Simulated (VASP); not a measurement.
Crystal: CaO.

```
Ca O
1.0
     0.00000    2.60673    2.60673
     2.60673    0.00000    2.60673
     2.60673    2.60673    0.00000
Ca O
1 1
Cartesian
  0.0000 0.0000 0.0000
  1.3034 1.3034 1.3034
```

Program: VASP 6.6.1. Alike in all runs: task single point; no spin polarisation; cell as given; k mesh 4 × 4 × 4; cutoff (eV) 520; smearing gaussian 0.01 eV.

Order these runs on this cell by their band gap on the k mesh, lowest first.
A. level PBE; potentials or basis VASP PAW PBE potentials, release 64 (Ca_sv, O)
B. level LDA; potentials or basis VASP PAW LDA potentials, release 64 (Ca_sv, O)
C. level HSE06; potentials or basis VASP PAW PBE potentials, release 64 (Ca_sv, O); grid for exact exchange (PRECFOCK) Normal; screening parameter 0.2079 1/Å
D. level r2SCAN; potentials or basis VASP PAW PBE potentials, release 64 (Ca_sv, O)

B (3.14 eV), A (3.33 eV), D (3.73 eV), C (4.71 eV).

Caveats: all runs use coarse meshes.

A k mesh can miss the band edges.
